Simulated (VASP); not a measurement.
# TiAl (P-6m2) in VASP: a series of runs

The runs below take TiAl through single point, with PBE.

All numbers are computed with VASP 6.6.1; they aren't measurements. Logs are shortened: lines on timing, memory, paths and dates and some standing lists are left out, and cuts for length are marked.

### Step 1. The cell of the first run

Symmetry: P-6m2, No. 187, hexagonal system. Conventional cell: a = 2.809 Å, b = 2.809 Å, c = 4.370 Å, α = 90.00°, β = 90.00°, γ = 120.00°. Ti (site symmetry -6m2) has 6 Al at 2.72 Å and 6 Ti at 2.81 Å within 3.6 Å. Al (site symmetry -6m2) has 6 Ti at 2.72 Å and 6 Al at 2.81 Å within 3.6 Å.

### Step 2. Single point, PBE

INCAR reads:

```
SYSTEM = TiAl
PREC = Accurate
ENCUT = 520
EDIFF = 1E-6
ISMEAR = 0
SIGMA = 0.15
LREAL = .False.
LASPH = .True.
NELM = 60
ALGO = Fast
ISIF = 2
LWAVE = .False.
LCHARG = .False.
GGA = PE
NBANDS = 14
```

KPOINTS reads:

```
regular mesh
0
Gamma
  18 18 10
  0 0 0
```

POSCAR reads:

```
TiAl
1.0
    2.8089000000      0.0000000000      0.0000000000
   -1.4044500000      2.4325787567      0.0000000000
    0.0000000000      0.0000000000      4.3695000000
Ti Al
1 1
Direct
    0.0000000000      0.0000000000      0.0000000000
    0.3333333333      0.6666666667      0.5000000000
```

Potentials or basis: VASP PAW PBE potentials, release 64 (Ti_sv, Al).

On the command line:

```sh
cat potpaw_PBE.64/Ti_sv/POTCAR potpaw_PBE.64/Al/POTCAR > POTCAR
mpirun -np 1 vasp_std > vasp.out
```

OUTCAR:

```text
SYSTEM = TiAl
   PREC = Accurate
   ENCUT = 520
   EDIFF = 1E-6
   ISMEAR = 0
   LREAL = .False.
   LASPH = .True.
   NELM = 60
   ISIF = 2
   GGA = PE

 ion  position               nearest neighbor table
   1  0.000  0.000  0.000-   2 2.72   2 2.72   2 2.72   2 2.72   2 2.72   2 2.72
   2  0.333  0.667  0.500-   1 2.72   1 2.72   1 2.72   1 2.72   1 2.72   1 2.72

  LATTYP: Found a hexagonal cell.
 ALAT       =     2.8089000000
 C/A-ratio  =     1.5555911567

  Lattice vectors:

 A1 = (   2.8089000000,   0.0000000000,   0.0000000000)
 A2 = (  -1.4044500000,   2.4325787567,   0.0000000000)
 A3 = (   0.0000000000,   0.0000000000,   4.3695000000)

Analysis of symmetry for initial positions (statically):
=====================================================================
 Subroutine PRICEL returns:
 Original cell was already a primitive cell.

 Routine SETGRP: Setting up the symmetry group for a
 hexagonal supercell.

 Subroutine GETGRP returns: Found 12 space group operations
 (whereof 12 operations were pure point group operations)
 out of a pool of 24 trial point group operations.

The static configuration has the point symmetry D_3h.

Analysis of symmetry for dynamics (positions and initial velocities):
=====================================================================
 Subroutine PRICEL returns:
 Original cell was already a primitive cell.

 Routine SETGRP: Setting up the symmetry group for a
 hexagonal supercell.

 Subroutine GETGRP returns: Found 12 space group operations
 (whereof 12 operations were pure point group operations)
 out of a pool of 24 trial point group operations.

The dynamic configuration has the point symmetry D_3h.

 Subroutine INISYM returns: Found 12 space group operations
 (whereof 12 operations are pure point group operations),
 and found     1 'primitive' translations

----------------------------------------------------------------------------------------

                                     Primitive cell

  volume of cell :      29.8562

  direct lattice vectors                    reciprocal lattice vectors
     2.808900000  0.000000000  0.000000000     0.356011250  0.205543191  0.000000000
    -1.404450000  2.432578757  0.000000000     0.000000000  0.411086382  0.000000000
     0.000000000  0.000000000  4.369500000     0.000000000  0.000000000  0.228859137

  length of vectors
     2.808900000  2.808900000  4.369500000     0.411086382  0.411086382  0.228859137

  position of ions in fractional coordinates (direct lattice)
     0.000000000  0.000000000  0.000000000
     0.333333333  0.666666667  0.500000000

  ion indices of the primitive-cell ions
   primitive index   ion index
                 1           1
                 2           2

----------------------------------------------------------------------------------------

 KPOINTS: regular mesh

Automatic generation of k-mesh.
 Grid dimensions read from file:
 generate k-points for:   18   18   10

 Generating k-lattice:

  Cartesian coordinates                     Fractional coordinates (reciprocal lattice)
     0.019778403  0.011419066  0.000000000     0.055555556  0.000000000  0.000000000
     0.000000000  0.022838132  0.000000000     0.000000000  0.055555556  0.000000000
     0.000000000  0.000000000  0.022885914     0.000000000  0.000000000  0.100000000

  Length of vectors
     0.022838132  0.022838132  0.022885914

  Shift w.r.t. Gamma in fractional coordinates (k-lattice)
     0.000000000  0.000000000  0.000000000

 Subroutine IBZKPT returns following result:
 ===========================================

 Found    222 irreducible k-points:

 Following reciprocal coordinates:
            Coordinates               Weight
  0.000000  0.000000  0.000000      1.000000
  0.055556  0.000000  0.000000      6.000000
  0.111111  0.000000  0.000000      6.000000
  0.166667 -0.000000  0.000000      6.000000
  0.222222 -0.000000  0.000000      6.000000
  0.277778 -0.000000  0.000000      6.000000
[... 16 lines left out ...]
  0.333333  0.111111  0.000000     12.000000
  0.388889  0.111111  0.000000     12.000000
 [... further k-points ...]
   k-points           NKPTS =    222   k-points in BZ     NKDIM =    222   number of bands    NBANDS=     14
   number of dos      NEDOS =    301   number of ions     NIONS =      2
   total plane-waves  NPLWV =  18432
   dimension x,y,z NGX =    24 NGY =   24 NGZ =   32
   dimension x,y,z NGXF=    48 NGYF=   48 NGZF=   64
   ions per type =               1   1
   NGX,Y,Z   is equivalent  to a cutoff of  14.20, 14.20, 12.18 a.u.
   NGXF,Y,Z  is equivalent  to a cutoff of  28.41, 28.41, 24.35 a.u.
 SYSTEM =  TiAl
   PREC   = accura    normal or accurate (medium, high low for compatibility)
   ISTART =      0    job   : 0-new  1-cont  2-samecut
   ICHARG =      2    charge: 1-file 2-atom 10-const
   ISPIN  =      1    spin polarized calculation?
   LNONCOLLINEAR =      F non collinear calculations
   LSORBIT =      F    spin-orbit coupling
   LASPH  =      T    aspherical Exc in radial PAW
   ENCUT  =  520.0 eV  38.22 Ry    6.18 a.u.   5.22  5.22  8.12*2*pi/ulx,y,z
   NELM   =     60;   NELMIN=  2; NELMDL= -5     # of ELM steps
   EDIFF  = 0.1E-05   stopping-criterion for ELM
   LREAL  =      F    real-space projection
   EDIFFG = 0.1E-04   stopping-criterion for IOM
   NSW    =      0    number of steps for IOM
   IBRION =     -1    ionic relax: 0-MD 1-quasi-New 2-CG
   NFREE  =      0    steps in history (QN), initial steepest desc. (CG)
   ISIF   =      2    stress and relaxation
   ISYM   =      2    0-nonsym 1-usesym 2-fastsym
   POTIM  = 0.5000    time-step for ionic-motion
   TEBEG  =    0.0;   TEEND  =   0.0 temperature during run
   PSTRESS=    0.0 pullay stress
   NELECT =      15.0000    total number of electrons
   NUPDOWN=      -1.0000    fix difference up-down
   EMIN   =  10.00;   EMAX   =-10.00  energy-range for DOS
   EFERMI =   0.00;   METHOD = LEGACY
   ISMEAR =     0;   SIGMA  =   0.15  broadening in eV -4-tet -1-fermi 0-gaus
   EFERMI_NEDOS =   21; number of points for ismear=-14 and -15
   IALGO  =     68    algorithm
   IMIX   =      4    mixing-type and parameters
     AMIX     =   0.40;   BMIX     =  1.00
     AMIX_MAG =   1.60;   BMIX_MAG =  1.00
  volume/ion in A,a.u.               =      14.93       100.74
  Fermi-wavevector in a.u.,A,eV,Ry     =   1.301448  2.459381 23.045110  1.693768
  Thomas-Fermi vector in A             =   2.432581
   LORBIT       =      0    0 simple, 1 ext, 2 COOP (PROOUT), +10 PAW based schemes
   GGA     = PE    functional components
   LHFCALC =     F    Hartree Fock is set to
   AEXX    =    0.0000 exact exchange contribution
   IVDW    =     0    specifies the selected vdW correction
   LEPSILON=     F    determine dielectric tensor
   LRPA    =     F    only Hartree local field effects (RPA)
 non-spin polarized calculation
 RMM-DIIS sequential band-by-band and
 Gauss-broadening in eV      SIGMA  =   0.15
  energy-cutoff  :      520.00
  volume of cell :       29.86
 maximum number of plane-waves:       816
 NGX is ok and might be reduce to    24
   NGX = 11   NGY = 11   NGZ = 17

 number of electron      15.0000003 magnetization

 Free energy of the ion-electron system (eV)
  ---------------------------------------------------
  ext. energy  EPLUGINS =         0.00000000
  ---------------------------------------------------
  free energy    TOTEN  =       -11.92097616 eV

  energy without entropy =      -11.89271043  energy(sigma->0) =      -11.90684330

 E-fermi :   8.9871     XC(G=0): -11.4035

 val. band max:        8.9862123308   @ k =   0.3333   0.2778   0.5000
 cond. band min:       8.9886999118   @ k =   0.1111   0.0556   0.4000
 fundamental gap:      0.0024875810
 Fermi energy:         8.9871495777

 k-point     1 :       0.0000    0.0000    0.0000
  band No.  band energies     occupation
      1     -47.3001      2.00000
      2     -23.6498      2.00000
      3     -23.1483      2.00000
      4     -23.1483      2.00000
      5      -0.3686      2.00000
      6       6.7370      2.00000
      7       7.5590      2.00000
      8      10.3605      0.00000
      9      10.3605      0.00000
     10      11.9759      0.00000
     11      11.9759      0.00000
     12      14.0778      0.00000
     13      22.2235      0.00000
     14      22.2235      0.00000

 k-point     2 :       0.0556    0.0000    0.0000
  band No.  band energies     occupation
      1     -47.2965      2.00000
      2     -23.6462      2.00000
      3     -23.1705      2.00000
      4     -23.1532      2.00000
      5      -0.2877      2.00000
      6       6.8223      2.00000
      7       7.5485      2.00000
      8      10.2740      0.00000
      9      10.4289      0.00000
     10      11.9508      0.00000
     11      12.0135      0.00000
     12      14.0929      0.00000
     13      21.0271      0.00000
     14      21.5700      0.00000

 k-point     3 :       0.1111    0.0000    0.0000
  band No.  band energies     occupation
      1     -47.2860      2.00000
      2     -23.6358      2.00000
      3     -23.2340      2.00000
      4     -23.1674      2.00000
      5      -0.0466      2.00000
      6       7.0659      2.00000
      7       7.5188      2.00000
      8      10.0375      0.00000
      9      10.6302      0.00000
     10      11.8792      0.00000
     11      12.1244      0.00000
     12      14.1320      0.00000
     13      19.1883      0.00000
     14      20.6580      0.00000
[... 324 lines left out ...]
 k-point    23 :       0.3333    0.1111    0.0000
  band No.  band energies     occupation
      1     -47.1877      2.00000
      2     -23.7595      2.00000
      3     -23.5388      2.00000
      4     -23.3394      2.00000
      5       3.5195      2.00000
      6       7.4113      2.00000
      7       7.6176      2.00000
      8       8.4154      2.00000
      9      10.7723      0.00000
     10      12.2189      0.00000
     11      13.6235      0.00000
     12      13.9729      0.00000
     13      15.0732      0.00000
     14      16.1266      0.00000

 k-point    24 :       0.3889    0.1111    0.0000
  band No.  band energies     occupation
      1     -47.1776      2.00000
      2     -23.8109      2.00000
      3     -23.5289      2.00000
      4     -23.3573      2.00000
      5       4.4905      2.00000
      6       6.8515      2.00000
      7       7.4212      2.00000
      8       8.1118      2.00000
      9      10.6408      0.00000
     10      12.4862      0.00000
     11      13.6637      0.00000
     12      14.2885      0.00000
     13      15.0279      0.00000
     14      16.3712      0.00000

 [... further k-points ...]

------------------------ aborting loop because EDIFF is reached ----------------------------------------

  FORCE on cell =-STRESS in cart. coord.  units (eV):
  Direction    XX          YY          ZZ          XY          YZ          ZX
  --------------------------------------------------------------------------------------
  -------------------------------------------------------------------------------------
  Total        2.3418933      2.3418933      4.0221826      0.0000000      0.0000000      0.0000000
  in kB      125.6732218    125.6732218    215.8427347      0.0000000      0.0000000      0.0000000
  external PRESSURE =     155.7297261 kB  Pullay stress =       0.0000000 kB

 VOLUME and BASIS-vectors are now :
 -----------------------------------------------------------------------------
  energy-cutoff  :      520.00
  volume of cell :       29.86
      direct lattice vectors                 reciprocal lattice vectors
     2.808900000  0.000000000  0.000000000     0.356011250  0.205543191  0.000000000
    -1.404450000  2.432578757  0.000000000     0.000000000  0.411086382  0.000000000
     0.000000000  0.000000000  4.369500000     0.000000000  0.000000000  0.228859137

 POSITION                                       TOTAL-FORCE (eV/Angst)
 -----------------------------------------------------------------------------------
      0.00000      0.00000      0.00000         0.000000     -0.000000      0.000000
     -0.00000      1.62172      2.18475        -0.000000      0.000000      0.000000
 -----------------------------------------------------------------------------------
    total drift:                                0.000000     -0.000000      0.000000

  FREE ENERGIE OF THE ION-ELECTRON SYSTEM (eV)
  ---------------------------------------------------
  free  energy   TOTEN  =       -11.9209761644 eV

  energy  without entropy=      -11.8927104309  energy(sigma->0) =      -11.90684330
```

Wall time 4 min (1 thread of Intel Xeon 8259CL, shared host); peak memory 0.22 GiB.

What came out:

- Free energy: -11.9210 eV
- Pressure: 15.6 GPa
- Band gap on the k mesh: zero (an odd number of electrons rules out a gap without spin polarisation)

Caveat: the stress differs along the axes, from 13 to 22 GPa.

### Step 3. Single point, PBE

This run uses another cell than the first one, of 15.01 Å³/atom.

INCAR reads:

```
SYSTEM = TiAl
PREC = Accurate
ENCUT = 520
EDIFF = 1E-6
ISMEAR = 0
SIGMA = 0.15
LREAL = .FALSE.
LASPH = .TRUE.
NELM = 100
ALGO = Normal
ISIF = 2
LWAVE = .FALSE.
LCHARG = .FALSE.
GGA = PE
NBANDS = 14
```

KPOINTS reads:

```
Automatic mesh
0
G
  18 18 10
  0 0 0
```

POSCAR reads:

```
TiAl
1.0
    2.7729000000      0.0000000000      0.0000000000
   -1.3864500000      2.4014018422      0.0000000000
    0.0000000000      0.0000000000      4.5090000000
Ti Al
1 1
Direct
    0.0000000000      0.0000000000      0.0000000000
    0.3333333333      0.6666666667      0.5000000000
```

Potentials or basis: VASP PAW PBE potentials, release 64 (Ti_sv, Al).

On the command line:

```sh
cat potpaw_PBE.64/Ti_sv/POTCAR potpaw_PBE.64/Al/POTCAR > POTCAR
mpirun -np 1 vasp_std > vasp.out
```

It took 1.8 min on 1 thread of Intel Xeon 8259CL, shared host; peak memory 0.23 GiB.

It converged, with:

| Property | Result |
| --- | --- |
| Free energy | -11.9651 eV |
| Pressure | 13.7 GPa |
| Band gap on the k mesh | zero (an odd number of electrons rules out a gap without spin polarisation) |

Stress tensor (GPa, compression positive):
```
13.33  0.00  0.00
 0.00 13.33  0.00
 0.00  0.00 14.54
```

Levels at points of the mesh, in eV from the Fermi level:
```
           k point  band 5  band 6  band 7  band 8  band 9  band 10
(0.00, 0.00, 0.00)   -9.44   -2.41   -1.85    1.40    1.40     3.11
(0.50, 0.00, 0.00)   -3.98   -2.85   -1.78   -1.16    2.33     4.44
(0.00, 0.00, 0.50)   -8.43   -5.51   -0.50    1.41    1.41     3.02
(0.50, 0.00, 0.50)   -3.96   -2.50   -2.02    0.72    1.02     2.11
```

Caveat: the cell stands under pressure.

### Step 4. Single point, PBE

This run uses another cell than the first one, of 14.99 Å³/atom.

INCAR reads:

```
SYSTEM = TiAl
  PREC = Accurate
  ENCUT = 520
  EDIFF = 1E-6
  ISMEAR = 0
  SIGMA = 0.15
  LREAL = .False.
  LASPH = .True.
  NELM = 80
  ALGO = Normal
  ISIF = 2
  LWAVE = .False.
  LCHARG = .False.
  GGA = PE
  NBANDS = 14
```

KPOINTS reads:

```
Automatic mesh
0
Gamma
  18 18 10
  0 0 0
```

POSCAR reads:

```
TiAl
1.0
    2.8450000000      0.0000000000      0.0000000000
   -1.4225000000      2.4638422738      0.0000000000
    0.0000000000      0.0000000000      4.2765000000
Ti Al
1 1
Direct
    0.0000000000      0.0000000000      0.0000000000
    0.3333333333      0.6666666667      0.5000000000
```

On the command line:

```sh
cat potpaw_PBE.64/Ti_sv/POTCAR potpaw_PBE.64/Al/POTCAR > POTCAR
mpirun -np 1 vasp_std > vasp.out
```

Run time: 1.8 min. Hardware: 1 thread of Intel Xeon 8259CL, shared host; peak memory 0.22 GiB.

Results (log left out):

| Property | Result |
| --- | --- |
| Free energy | -11.8840 eV |
| Pressure | 15.9 GPa |
| Band gap on the k mesh | zero (an odd number of electrons rules out a gap without spin polarisation) |

Stress tensor (GPa, compression positive):
```
11.30  0.00  0.00
 0.00 11.30  0.00
 0.00  0.00 25.03
```

Levels at points of the mesh, in eV from the Fermi level:
```csv
k point,band 5,band 6,band 7,band 8,band 9,band 10,band 11,band 12
"(0.00, 0.00, 0.00)",-9.26,-2.13,-1.09,1.33,1.33,2.85,2.85,5.51
"(0.50, 0.00, 0.00)",-4.08,-3.01,-1.65,-1.04,2.10,4.18,4.78,4.94
"(0.00, 0.00, 0.50)",-8.01,-5.33,-0.03,1.36,1.36,2.69,2.69,8.50
"(0.50, 0.00, 0.50)",-4.05,-2.35,-1.97,0.60,1.20,1.75,4.01,4.18
```

Caveat: the stress differs along the axes, from 11 to 25 GPa.

### Step 5. Single point, PBE

INCAR reads:

```
  PREC = Accurate
  ENCUT = 520
  EDIFF = 1E-6
  ISMEAR = 0
  SIGMA = 0.15
  LREAL = False
  LASPH = True
  NELM = 60
  ALGO = Fast
  ISIF = 2
  LWAVE = False
  LCHARG = False
  GGA = PE
  NBANDS = 14
```

KPOINTS reads:

```
regular mesh
0
Gamma
  18 18 10
```

POSCAR reads:

```
TiAl
1.0
    2.8089000000      0.0000000000      0.0000000000
   -1.4044500000      2.4325787567      0.0000000000
    0.0000000000      0.0000000000      4.3695000000
Ti Al
1 1
Direct
    0.0000000000      0.0000000000      0.0000000000
    0.3333333333      0.6666666667      0.5000000000
```

On the command line:

```sh
cat potpaw_PBE.64/Ti_sv/POTCAR potpaw_PBE.64/Al/POTCAR > POTCAR
mpirun -np 1 vasp_std > vasp.out
```

It took 4 min on 1 thread of Intel Xeon 8259CL, shared host; peak memory 0.22 GiB.

It converged, with:

- Free energy: -11.9210 eV
- Pressure: 15.6 GPa
- Band gap on the k mesh: zero (an odd number of electrons rules out a gap without spin polarisation)

Stress tensor (GPa, compression positive):
```
12.57  0.00  0.00
 0.00 12.57  0.00
 0.00  0.00 21.58
```

Levels at points of the mesh, in eV from the Fermi level:
```
           k point  band 5  band 6  band 7  band 8  band 9  band 10  band 11  band 12
(0.00, 0.00, 0.00)   -9.36   -2.25   -1.43    1.37    1.37     2.99     2.99     5.09
(0.50, 0.00, 0.00)   -4.04   -2.94   -1.71   -1.09    2.22     4.33     4.73     4.76
(0.00, 0.00, 0.50)   -8.20   -5.41   -0.23    1.39    1.39     2.86     2.86     7.97
(0.50, 0.00, 0.50)   -4.02   -2.42   -1.99    0.67    1.13     1.93     3.75     4.34
```

Caveat: the stress differs along the axes, from 13 to 22 GPa.

(Part 1 of 2 ends here.)
